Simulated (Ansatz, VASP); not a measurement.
**One calculation of Sr, two programs**

File INCAR:

```
SYSTEM = Sr
PREC = Accurate
ENCUT = 520
EDIFF = 1E-6
ISMEAR = -1
SIGMA = 0.05
LREAL = .FALSE.
LASPH = .TRUE.
NELM = 100
ALGO = Normal
ISIF = 2
LWAVE = .FALSE.
LCHARG = .FALSE.
GGA = PE
NBANDS = 17
```

The input KPOINTS:

```
regular mesh
0
G
  8 8 8
  0 0 0
```

File POSCAR:

```
Sr
1.0
   -3.7551317423      3.7551317423      2.0474699964
    3.7551317423     -3.7551317423      2.0474699964
    3.7551317423      3.7551317423     -2.0474699964
Sr
2
Direct
    0.0000000000      0.0000000000      0.0000000000
    0.7500000000      0.2500000000      0.5000000000
```

Contents of input.yaml:

```yaml
crystal:
  lattice:
    - [-3.7551317423, 3.7551317423, 2.0474699964]
    - [3.7551317423, -3.7551317423, 2.0474699964]
    - [3.7551317423, 3.7551317423, -2.0474699964]
  atoms:
    - { symbol: Sr, position: [0.0, 0.0, 0.0] }
    - { symbol: Sr, position: [0.75, 0.25, 0.5] }
hamiltonian:
  xc: pbe
  pseudopotentials: { kind: paw }
kpoints:
  mp_grid: { grid: [8, 8, 8] }
scf:
  occupations: { method: fermi_dirac, width: 0.05 }
output:
  forces: true
  stress: true
  eigenvalues: true
```

Alike in both runs: task single point; functional PBE; k mesh 8 × 8 × 8; occupations fermi-dirac, width 0.05 eV; no spin polarisation.

|  | VASP | Ansatz |
| --- | --- | --- |
| version | VASP 6.6.1 | Ansatz 0.2.0 |
| potentials or method | VASP PAW PBE potentials, release 64 (Sr_sv) | Ansatz PAW |
| plane-wave cutoff (eV) | 520 | 420 |
| valence electrons in the cell | 20 | 20 |

```tsv
	VASP	Ansatz	Ansatz less VASP
gap on the k mesh at the Fermi level (eV)	none	none	-
pressure (GPa)	-0.3	-0.3	0.00
traceless stress, the component that is largest in VASP (GPa)	-0.33	-0.33	+0.004
```

A gap of «none» marks a metal or a gap that the smearing closes.
